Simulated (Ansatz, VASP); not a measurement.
**Two plane-wave programs on PbS**

INCAR

```
SYSTEM = PbS
PREC = Accurate
ENCUT = 520
EDIFF = 1E-6
ISMEAR = -1
SIGMA = 0.01
LREAL = .False.
LASPH = .True.
NELM = 80
ALGO = Normal
ISIF = 2
LWAVE = .False.
LCHARG = .True.
GGA = CA
LELF = .True.
LVHAR = .True.
NBANDS = 17
```

The input KPOINTS:

```
Automatic mesh
0
Gamma
  6 6 6
  0 0 0
```

The input POSCAR:

```
PbS
1.0
    4.0896980000      0.0000000000      0.0000000000
   -2.0448490000      3.5417820000      0.0000000000
    0.0000000000      0.0000000000      3.7881670000
Pb S
1 1
Direct
    0.0000000000      0.0000000000      0.0000000000
    0.6666666667      0.3333333333      0.5000000000
```

Input for Ansatz:

```yaml
crystal:
  lattice:
    - [4.089698, 0.0, 0.0]
    - [-2.044849, 3.541782, 0.0]
    - [0.0, 0.0, 3.788167]
  atoms:
    - { symbol: Pb, position: [0.0, 0.0, 0.0] }
    - { symbol: S, position: [0.6666666666666666, 0.3333333333333333, 0.5] }
kpoints:
  mp_grid:
    grid: [6, 6, 6]
    shift: [0.0, 0.0, 0.0]
hamiltonian:
  xc: lda
  pseudopotentials:
    kind: paw
scf:
  occupations:
    method: fermi_dirac
    width: 0.01
output:
  stress: true
```

Alike in both runs: task single point; functional LDA; k mesh 6 × 6 × 6; occupations fermi-dirac, width 0.01 eV; no spin polarisation.

```csv
,VASP,Ansatz
version,VASP 6.6.1,Ansatz 0.2.0
potentials or method,"VASP PAW LDA potentials, release 64 (Pb_d, S)","plane waves, PAW"
plane-wave cutoff (eV),520,420
valence electrons in the cell,20,20
```

|  | VASP | Ansatz | Ansatz less VASP |
| --- | --- | --- | --- |
| pressure (GPa) | -4.5 | -4.5 | -0.03 |
| traceless stress, the component that is largest in VASP (GPa) | -0.31 | -0.34 | -0.029 |

LDA's correlation is that of Perdew and Zunger in VASP and of Perdew and Wang (1992) in Ansatz.

Spin-orbit coupling is off throughout.
